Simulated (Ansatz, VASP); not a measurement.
# One calculation of MgS, two programs

File INCAR:

```
  ALGO = Normal
  EDIFF = 1E-6
  ENCUT = 600
  GGA = PE
  GGA_COMPAT = False
  ISIF = 2
  ISMEAR = 0
  LASPH = True
  LCHARG = False
  LREAL = False
  LWAVE = False
  NBANDS = 11
  NELM = 120
  PREC = Accurate
  SIGMA = 0.012
```

KPOINTS

```
k-points
0
Gamma
  9 9 9
```

The input POSCAR:

```
MgS
1.0
    0.0000000000      2.6016500000      2.6016500000
    2.6016500000      0.0000000000      2.6016500000
    2.6016500000      2.6016500000      0.0000000000
S Mg
1 1
Direct
    0.5000000000      0.5000000000      0.5000000000
    0.0000000000      0.0000000000      0.0000000000
```

input.yaml

```yaml
crystal:
  lattice:
    - [0.0, 2.60165, 2.60165]
    - [2.60165, 0.0, 2.60165]
    - [2.60165, 2.60165, 0.0]
  atoms:
    - { symbol: S, position: [0.5, 0.5, 0.5] }
    - { symbol: Mg, position: [0.0, 0.0, 0.0] }
hamiltonian:
  xc: pbe
  pseudopotentials: { kind: paw }
kpoints:
  mp_grid: { grid: [9, 9, 9] }
scf:
  occupations: { method: gaussian, width: 0.012 }
output:
  forces: true
  stress: true
  eigenvalues: true
```

Alike in both runs: task single point; functional PBE; k mesh 9 × 9 × 9; occupations gaussian, width 0.012 eV; no spin polarisation.

|  | VASP | Ansatz |
| --- | --- | --- |
| version | VASP 6.6.1 | Ansatz 0.2.0 |
| potentials or method | VASP PAW PBE potentials, release 64 (S, Mg) | Ansatz PAW |
| plane-wave cutoff (eV) | 600 | 420 |
| valence electrons in the cell | 8 | 16 |

Ansatz gave:

```
gap on the k mesh at the Fermi level (eV) : 2.92
least direct gap on the mesh (eV)         : 3.72
pressure (GPa)                            : 1.2
```

**Question.** What did VASP give for the same quantities?

**Answer.** gap on the k mesh at the Fermi level (eV): 2.91; least direct gap on the mesh (eV): 3.71; pressure (GPa): 0.9.

VASP's potentials hold 8 valence electrons a cell and Ansatz's 16, so a difference there can come from the potentials and not from the codes.

Noted on Ansatz's run: odd divisions of the mesh miss points on the zone boundary, where band edges often lie, so the gap on the mesh can be too wide.
